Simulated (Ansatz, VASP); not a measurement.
Ag: VASP beside Ansatz

The input INCAR:

```
PREC = Accurate
ENCUT = 600
EDIFF = 1E-6
ISMEAR = 0
SIGMA = 0.1
LREAL = F
LASPH = T
NELM = 60
ALGO = Normal
ISIF = 3
LWAVE = F
LCHARG = F
GGA = PE
IBRION = 2
NSW = 90
EDIFFG = -0.04
```

Contents of KPOINTS:

```
Automatic mesh
0
Gamma
  6 6 4
```

POSCAR

```
Ag
1.0
    2.9075072400      0.0000000000      0.0000000000
   -1.4537536200      2.5179751300      0.0000000000
    0.0000000000      0.0000000000      4.7496225800
Ag
2
Direct
    0.6666666700      0.3333333300      0.2598609900
    0.3333333300      0.6666666700      0.7401390100
```

Input for Ansatz:

```yaml
crystal:
  lattice:
    - [2.90750724, 0.0, 0.0]
    - [-1.45375362, 2.51797513, 0.0]
    - [0.0, 0.0, 4.74962258]
  atoms:
    - { symbol: Ag, position: [0.66666667, 0.33333333, 0.25986099] }
    - { symbol: Ag, position: [0.33333333, 0.66666667, 0.74013901] }
basis:
  ecutwfc: 420
kpoints:
  mp_grid: { grid: [6, 6, 4] }
hamiltonian:
  xc: pbe
scf:
  occupations: { method: gaussian, width: 0.1 }
  lower_state_search: "off"
output:
  forces: true
  stress: true
  eigenvalues: true
relax:
  adjacent_minimum: "off"
  f_tol: 0.04
  max_steps: 70
  cell: { stress_tol: 0.4 }
```

Alike in both runs: task relaxation of cell and atoms; functional PBE; k mesh 6 × 6 × 4; occupations gaussian, width 0.1 eV; no spin polarisation.

|  | VASP | Ansatz |
| --- | --- | --- |
| version | VASP 6.6.1 | Ansatz 0.2.0 |
| potentials or method | VASP PAW PBE potentials, release 64 (Ag), cutoff 600 eV | scalar-relativistic, plane waves, PAW |
| valence electrons in the cell | 22 | 38 |

|  | VASP | Ansatz | Ansatz less VASP |
| --- | --- | --- | --- |
| gap on the k mesh at the Fermi level, each at its own relaxed structure (eV) | none | none | - |
| relaxed volume (Å³/atom) | 17.98 | 18.06 | +0.085 |
| relaxed length of the cell vector where the two differ most in proportion (Å) | 2.969 | 2.976 | +0.0067 |

A gap of «none» marks a metal or a gap that the smearing closes. VASP's potentials hold 22 valence electrons a cell and Ansatz's 38, so a difference there can come from the potentials and not from the codes.

The k mesh is coarse, so the values compare programs but aren't converged.
